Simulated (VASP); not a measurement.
Runs of VASP 6.6.1 on CaS. The structure is cubic, space group Fm-3m (No. 225). The conventional cell has a = 5.705 Å, b = 5.705 Å, c = 5.705 Å, α = 90.00°, β = 90.00°, γ = 90.00°. Ca (site symmetry m-3m) has 6 S at 2.85 Å within 3.8 Å. Within 3.8 Å of S (site symmetry m-3m) lie 6 Ca at 2.85 Å. 

| level | potentials or basis | k mesh | cutoff (eV) | smearing | gap on the mesh (eV) | pressure (GPa) |
| --- | --- | --- | --- | --- | --- | --- |
| PBE | VASP PAW PBE potentials, release 64 (Ca_sv, S) | 4 × 4 × 4 | 500 | tetrahedron | 2.36 | 0.5 |
| PBE+D3(BJ) | VASP PAW PBE potentials, release 64 (Ca_sv, S) | 4 × 4 × 4 | 500 | gaussian 0.1 eV | 2.36 | (a) |
| PBE | VASP PAW PBE potentials, release 64 (Ca_sv, S) | 4 × 4 × 4 | 500 | gaussian 0.1 eV | 2.36 | 0.5 |
| LDA | VASP PAW LDA potentials, release 64 (Ca_sv, S) | 4 × 4 × 4 | 500 | methfessel-paxton 0.272114 eV | 2.14 | -4.0 |
| LDA | VASP PAW LDA potentials, release 64 (Ca_sv, S) | 4 × 4 × 4 | 500 | gaussian 0.1 eV | 2.14 | -4.0 |
| r2SCAN | VASP PAW PBE potentials, release 64 (Ca_sv, S) | 2 × 2 × 2 | 550 | gaussian 0.1 eV | 2.61 | 3.0 |

Alike in all rows: task single point; no spin polarisation; cell as given.

Task: Fill in the values left out.

Result: (a) -1.9.

Caveats: all runs use coarse meshes; the PAW data sets were made with another functional, which shifts forces and pressure a little (at least some runs).

A k mesh can miss the band edges.
